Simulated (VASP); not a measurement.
Input of a VASP 6.6.1 run:

INCAR

```
PREC = Accurate ; ENCUT = 520
EDIFF = 1E-7 ; ISMEAR = -1
SIGMA = 0.03 ; LREAL = F
LASPH = T ; NELM = 80
ALGO = Normal ; ISIF = 2
LWAVE = F ; LCHARG = F
GGA = PE ; NBANDS = 35
```

KPOINTS

```
regular mesh
0
Gamma
  4 4 6
```

POSCAR

```
SnO2
1.0
    4.7373500000     -0.0710602500     -0.0710602500
   -0.0710602500      4.7373500000     -0.0710602500
   -0.0477960000     -0.0477960000      3.1864000000
Sn O
2 4
Direct
    0.0000000000      0.0000000000      0.0000000000
    0.5000000000      0.5000000000      0.5000000000
    0.3056200000      0.3056200000      0.0000000000
    0.1943800000      0.8056200000      0.5000000000
    0.6943800000      0.6943800000      0.0000000000
    0.8056200000      0.1943800000      0.5000000000
```

Potentials or basis: VASP PAW PBE potentials, release 64 (Sn_d, O).

Command:

```bash
$ cat potpaw_PBE.64/Sn_d/POTCAR potpaw_PBE.64/O/POTCAR > POTCAR
$ mpirun -np 1 vasp_std > vasp.out
```

(1) Predict the largest force.

(2) Predict the pressure.

(3) Estimate the band gap on the k mesh.

Results:

(1) 0.427 eV/Å.

(2) 12.1 GPa.

(3) 1.25 eV, direct.

Caveat: the cell differs from its parent crystal (equal xy, yz and zx shear strains of -3 %); spin-orbit coupling is left out, which moves the levels of the heavy elements.
